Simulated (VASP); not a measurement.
Write the native input for VASP 6.6.1 that does the following.

```yaml
Task: single point
Functional: r2SCAN
Dispersion: D3(BJ)
Potentials_or_basis: VASP PAW PBE potentials, release 64 (Tl_d, Pt)
Cutoff: 520 eV
k_mesh: 6 × 6 × 8
Occupations: gaussian, width 0.05 eV
Spin: no spin polarisation
Dipole_correction: no
Further_INCAR_settings: ALGO = Normal; EDIFF = 1e-06; NBANDS = 44
```

Crystal: TlPt.

```xyz
6
Lattice="6.5146 0.0000 0.0000 -3.2573 5.6418 0.0000 0.0000 0.0000 3.9265" Properties=species:S:1:pos:R:3 pbc="T T T"
Tl    3.2573    0.0000    0.0000
Tl    1.6287    2.8209    0.0000
Tl   -1.6287    2.8209    0.0000
Pt    0.0000    0.0000    0.0000
Pt    0.0000    3.7612    1.9633
Pt    3.2573    1.8806    1.9633
```

The input as run:

POSCAR

```
TlPt
1.0
    6.5146327026      0.0000000000      0.0000000000
   -3.2573163513      5.6418374167      0.0000000000
    0.0000000000      0.0000000000      3.9265257473
Tl Pt
3 3
Direct
    0.5000000000      0.0000000000      0.0000000000
    0.5000000000      0.5000000000      0.0000000000
    0.0000000000      0.5000000000      0.0000000000
    0.0000000000      0.0000000000      0.0000000000
    0.3333333333      0.6666666667      0.5000000000
    0.6666666667      0.3333333333      0.5000000000
```

INCAR.step1

```
ALGO = Normal
EDIFF = 1E-4
ENCUT = 520
GGA = PE
ISMEAR = 0
LASPH = T
LCHARG = F
LREAL = F
LWAVE = T
NBANDS = 44
NELM = 100
PREC = Accurate
SIGMA = 0.05
```

INCAR.step2

```
ALGO = Normal
EDIFF = 1E-6
ENCUT = 520
ISIF = 2
ISMEAR = 0
ISTART = 1
IVDW = 12
LASPH = T
LCHARG = F
LMIXTAU = T
LREAL = F
LWAVE = F
METAGGA = R2SCAN
NBANDS = 44
NELM = 100
PREC = Accurate
SIGMA = 0.05
VDW_A1 = 0.49484001
VDW_A2 = 5.73083694
VDW_S6 = 1.0
VDW_S8 = 0.78981345
```

KPOINTS

```
k-points
0
Gamma
  6 6 8
```

Potentials or basis: VASP PAW PBE potentials, release 64 (Tl_d, Pt).

Command:

```console
$ cat potpaw_PBE.64/Tl_d/POTCAR potpaw_PBE.64/Pt/POTCAR > POTCAR
$ cp INCAR.step1 INCAR
$ mpirun -np 1 vasp_std > vasp.out
$ cp INCAR.step2 INCAR
$ mpirun -np 1 vasp_std > vasp.out
```

It gave:

```json
{
 "Pressure": "-1.1 GPa",
 "Band gap on the k mesh": "zero (an odd number of electrons rules out a gap without spin polarisation)",
 "Dispersion energy per atom": "-0.213 eV"
}
```

Caveat: three body term missing; the PAW data sets were made with another functional, which shifts forces and pressure a little; spin-orbit coupling is left out, which moves the levels of the heavy elements.

Run time: 6.2 min on 1 thread of Intel(R) Xeon(R) Platinum 8488C (Sapphire Rapids), on a shared host, peak memory 0.39 GiB.
